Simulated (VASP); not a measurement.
Wanted: the native input for a VASP 6.6.1 run.

```yaml
Task: single point
Functional: r2SCAN
Potentials_or_basis: VASP PAW PBE potentials, release 64 (Ta_pv)
Cutoff: 520 eV
k_mesh: 11 × 11 × 11
Occupations: fermi-dirac, width 0.05 eV
Spin: no spin polarisation
Dipole_correction: no
Further_INCAR_settings: ALGO = Normal; EDIFF = 1e-06; NBANDS = 12
```

Crystal: Ta.

```
Ta
1.0
    -1.66222    1.66222    1.66222
     1.66222   -1.66222    1.66222
     1.66222    1.66222   -1.66222
Ta
1
Direct
  0.00000 0.00000 0.00000
```

One way to write it, as run:

POSCAR

```
Ta
1.0
   -1.6622159478      1.6622159478      1.6622159478
    1.6622159478     -1.6622159478      1.6622159478
    1.6622159478      1.6622159478     -1.6622159478
Ta
1
Direct
    0.0000000000      0.0000000000      0.0000000000
```

INCAR.step1

```
SYSTEM = Ta
PREC = Accurate
ENCUT = 520
ISMEAR = -1
SIGMA = 0.05
LREAL = .False.
LASPH = .True.
NELM = 60
NBANDS = 12
GGA = PE
ALGO = Normal
EDIFF = 1E-4
LWAVE = .True.
LCHARG = .False.
```

INCAR.step2

```
SYSTEM = Ta
PREC = Accurate
ENCUT = 520
EDIFF = 1E-6
ISMEAR = -1
SIGMA = 0.05
LREAL = .False.
LASPH = .True.
NELM = 60
ALGO = Normal
ISIF = 2
LWAVE = .False.
LCHARG = .False.
METAGGA = R2SCAN
LMIXTAU = .True.
NBANDS = 12
ISTART = 1
```

KPOINTS

```
regular mesh
0
Gamma
  11 11 11
  0 0 0
```

Potentials or basis: VASP PAW PBE potentials, release 64 (Ta_pv).

The run is started by

```console
$ cat potpaw_PBE.64/Ta_pv/POTCAR > POTCAR
$ cp INCAR.step1 INCAR
$ mpirun -np 1 vasp_std > vasp.out
$ cp INCAR.step2 INCAR
$ mpirun -np 1 vasp_std > vasp.out
```

It gave:

* Pressure: -3.2 GPa

Caveat: the PAW data sets were made with another functional, which shifts forces and pressure a little.

It took 39 s on 1 thread of Intel(R) Xeon(R) Platinum 8488C (Sapphire Rapids), on a shared host, peak memory 0.15 GiB.
